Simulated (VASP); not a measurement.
Set up this calculation in VASP 6.6.1, as the native input.

- Task: single point
- Functional: PBEsol
- Potentials or basis: VASP PAW PBE potentials, release 64 (W_sv, Ta_pv, C)
- Cutoff: 520 eV
- k mesh: 10 × 10 × 10
- Occupations: fermi-dirac, width 0.05 eV
- Spin: no spin polarisation
- Dipole correction: no
- Further INCAR settings: ALGO = Normal; EDIFF = 1e-06; NBANDS = 24

The structure of TaWC2 lies in POSCAR:

```
TaWC2
1.0
    1.6026836620      0.9253098436      5.2016768326
   -1.6026836620      0.9253098436      5.2016768326
    0.0000000000     -1.8506196874      5.2016768326
W Ta C
1 1 2
Direct
    0.0000000000      0.0000000000      0.0000000000
    0.5000000000      0.5000000000      0.5000000000
    0.2509330000      0.2509330000      0.2509330000
    0.7490670000      0.7490670000      0.7490670000
```

This cell differs from its parent crystal: volume scaled by 1.06.

The input as run:

INCAR

```
SYSTEM = TaWC2
PREC = Accurate ; ENCUT = 520
EDIFF = 1E-6 ; ISMEAR = -1
SIGMA = 0.05 ; LREAL = .FALSE.
LASPH = .TRUE. ; NELM = 80
ALGO = Normal ; ISIF = 2
LWAVE = .FALSE. ; LCHARG = .FALSE.
GGA = PS ; NBANDS = 24
```

KPOINTS

```
Automatic mesh
0
G
  10 10 10
  0 0 0
```

Potentials or basis: VASP PAW PBE potentials, release 64 (W_sv, Ta_pv, C).

Launch:

```console
$ cat potpaw_PBE.64/W_sv/POTCAR potpaw_PBE.64/Ta_pv/POTCAR potpaw_PBE.64/C/POTCAR > POTCAR
$ mpirun -np 1 vasp_std > vasp.out
```

It gave:

```yaml
Pressure: -26.6 GPa
Largest_force: 0.074 eV/Å
```

Caveat: the PAW data sets were made with another functional, which shifts forces and pressure a little.

Wall time 2 min on 1 thread of Intel(R) Xeon(R) Platinum 8559C (Emerald Rapids) (shared host), peak memory 0.35 GiB.
